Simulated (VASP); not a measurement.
Write the native input for VASP 6.6.1 that does the following.

| Item | Value |
| --- | --- |
| Task | single point |
| Functional | LDA |
| Potentials or basis | VASP PAW LDA potentials, release 64 (Cr_pv, Pb_d, O) |
| Cutoff | 600 eV |
| k mesh | 6 × 6 × 6 |
| Occupations | fermi-dirac, width 0.01 eV |
| Spin | collinear spin, ferromagnetic start |
| Starting moments | [3.0, 0.0, 0.0, 0.0, 0.0] μB |
| Hubbard terms | Cr d U = 6.0 eV |
| Dipole correction | no |
| Further INCAR settings | ALGO = Normal; EDIFF = 1e-06; NBANDS = 34 |

The structure of CrPbO3 lies in POSCAR:

```
CrPbO3
1.0
    3.9170570000      0.0000000000      0.0000000000
    0.0000000000      3.9170570000      0.0000000000
    0.0000000000      0.0000000000      3.9170570000
Cr Pb O
1 1 3
Direct
    0.0000000000      0.0000000000      0.0000000000
    0.5000000000      0.5000000000      0.5000000000
    0.0000000000      0.0000000000      0.5000000000
    0.0000000000      0.5000000000      0.0000000000
    0.5000000000      0.0000000000      0.0000000000
```

The input as run:

INCAR

```
PREC = Accurate ; ENCUT = 600
EDIFF = 1E-6 ; ISMEAR = -1
SIGMA = 0.01 ; LREAL = False
LASPH = True ; NELM = 200
ALGO = Normal ; ISIF = 2
LWAVE = False ; LCHARG = False
ISPIN = 2 ; MAGMOM = 3 0 0 0 0
LORBIT = 11 ; LMAXMIX = 4
LDAU = True ; LDAUTYPE = 2
LDAUL = 2 -1 -1 ; LDAUU = 6 0 0
LDAUJ = 0 0 0 ; LDAUPRINT = 1
NBANDS = 34 ; GGA_COMPAT = False
```

KPOINTS

```
Automatic mesh
0
Gamma
  6 6 6
```

Potentials or basis: VASP PAW LDA potentials, release 64 (Cr_pv, Pb_d, O).

Command:

```bash
$ cat potpaw_LDA.64/Cr_pv/POTCAR potpaw_LDA.64/Pb_d/POTCAR potpaw_LDA.64/O/POTCAR > POTCAR
$ mpirun -np 1 vasp_std > vasp.out
```

It gave:

- Pressure: -9.2 GPa
- Band gap on the k mesh: zero (filled and empty bands overlap)
- Net moment: 2.03 μB per cell
- Site moments: Cr +2.69; Pb -0.07; O -0.20 μB
- Valence electrons inside the program's atomic spheres: Cr 10.67; Pb 11.70; O 4.95

Caveat: the cell stands under tension; spin-orbit coupling is left out, which moves the levels of the heavy elements; a cell with one magnetic atom can't hold antiferromagnetic order, which such compounds often take.

Wall time 72 s on 1 thread of AMD EPYC 9R45 96-Core Processor (Zen 5), on a shared host, peak memory 0.18 GiB.
